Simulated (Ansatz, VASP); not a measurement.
## Two plane-wave programs on SrAl2O2

```
Sr Al O
1.0
     3.76290    0.00000    0.00000
     0.00000    3.76290    0.00000
     0.00000    0.00000    7.26971
Sr Al O
1 2 2
Direct
  0.00000 0.00000 0.00000
  0.00000 0.50000 0.50000
  0.50000 0.00000 0.50000
  0.00000 0.00000 0.50000
  0.50000 0.50000 0.00000
```

Alike in both runs: functional PBE; k mesh 4 × 4 × 4; occupations gaussian, width 0.1 eV; no spin polarisation.

Ansatz relaxed the structure, and its values are those at the end. VASP's run is a single point on that final structure, the one shown.

```csv
,VASP,Ansatz
version,VASP 6.6.1,Ansatz 0.2.0
potentials or method,"VASP PAW PBE potentials, release 64 (Sr_sv, Al, O), cutoff 520 eV","scalar-relativistic, plane waves, PAW"
valence electrons in the cell,28,28
```

|  | VASP | Ansatz | Ansatz less VASP |
| --- | --- | --- | --- |
| gap on the k mesh at the Fermi level (eV) | none | none | - |
| pressure (GPa) | 0.1 | 0.0 | -0.08 |

A gap of «none» marks a metal or a gap that the smearing closes.

The k mesh is coarse, so the values compare programs but aren't converged.
